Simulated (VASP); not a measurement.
# SiO2 (Stishovite): single point with revPBE

The system is SiO2 (Stishovite).

```xyz
6
Lattice="4.1773 0.0000 0.0000 0.0000 4.1773 0.0000 0.0000 0.0000 2.6652" Properties=species:S:1:pos:R:3 pbc="T T T"
Si    0.0000    0.0000    0.0000
Si    2.0886    2.0886    1.3326
O     1.2778    1.2778    0.0000
O     0.8108    3.3665    1.3326
O     2.8995    2.8995    0.0000
O     3.3665    0.8108    1.3326
```

| Quantity | Value |
| --- | --- |
| Program | VASP 6.6.1 |
| Task | single point |
| Functional | revPBE |
| Potentials or basis | VASP PAW PBE potentials, release 64 (Si, O) |
| Cutoff | 520 eV |
| k mesh | 4 × 4 × 6 |
| Occupations | gaussian, width 0.01 eV |
| Spin | no spin polarisation |

```
Pressure               : 15.1 GPa
Largest force          : 0.125 eV/Å
Band gap on the k mesh : 5.69 eV, direct
```

Forces in eV/Å, atoms in the order of the input:
```
Si   0.000  0.000  0.000
Si   0.000  0.000  0.000
O   -0.089 -0.089  0.000
O    0.089 -0.089  0.000
O    0.089  0.089  0.000
O   -0.089  0.089  0.000
```

Stress tensor (GPa, compression positive):
```
14.45  0.00  0.00
 0.00 14.45  0.00
 0.00  0.00 16.37
```

Levels at points of the mesh, in eV from the valence-band top:
```tsv
k point	band 12	band 13	band 14	band 15	band 16	band 17	band 18	band 19	band 20	band 21
(0.00, 0.00, 0.00)	-3.14	-2.50	-0.88	-0.88	0.00	5.69	6.80	8.59	8.59	11.29
(0.50, 0.00, 0.00)	-3.88	-2.69	-2.69	-1.07	-1.07	7.84	7.84	9.18	9.18	11.14
(0.50, 0.50, 0.00)	-3.27	-2.66	-2.66	-2.28	-2.28	7.52	7.52	10.17	10.17	13.28
(0.00, 0.00, 0.50)	-4.63	-3.06	-3.06	-2.68	-2.68	9.22	9.22	12.76	12.76	12.87
(0.50, 0.00, 0.50)	-3.98	-2.28	-2.28	-1.75	-1.75	8.88	8.88	9.95	9.95	12.36
(0.50, 0.50, 0.50)	-4.49	-1.76	-1.76	-1.56	-1.56	7.27	7.27	11.16	11.16	11.75
```

Run time: 17 s on 1 thread of Intel(R) Xeon(R) Platinum 8259CL CPU @ 2.50GHz (Skylake/Cascade Lake) (shared host), peak memory 0.15 GiB.

Caveat: the PAW data sets were made with another functional, which shifts forces and pressure a little. Expect the measured gap to be larger: semilocal functionals such as revPBE lack the derivative discontinuity.
